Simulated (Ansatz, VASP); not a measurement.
# One calculation of Ir, two programs

```
Ir
1.0
     2.64637    0.00000    0.00000
    -1.32319    2.29183    0.00000
     0.00000    0.00000    2.48759
Ir
1
Direct
  0.00000 0.00000 0.00000
```

Alike in both runs: task relaxation of cell and atoms; functional PBE; k mesh 16 × 16 × 15; occupations fermi-dirac, width 0.05 eV; no spin polarisation.

|  | VASP | Ansatz |
| --- | --- | --- |
| version | VASP 6.6.1 | Ansatz 0.2.0 |
| potentials or method | VASP PAW PBE potentials, release 64 (Ir) | PAW with Ansatz's default frozen-core files, scalar-relativistic |
| plane-wave cutoff (eV) | 600 | 420 |
| valence electrons in the cell | 9 | 17 |

```csv
,VASP,Ansatz,Ansatz less VASP
relaxed volume (Å³/atom),15.90,15.88,-0.016
relaxed cell length with the largest relative difference (Å),2.658,2.657,-0.0011
```

VASP's potentials hold 9 valence electrons a cell and Ansatz's 17, so a difference there can come from the potentials and not from the codes.

Spin-orbit coupling is off throughout.
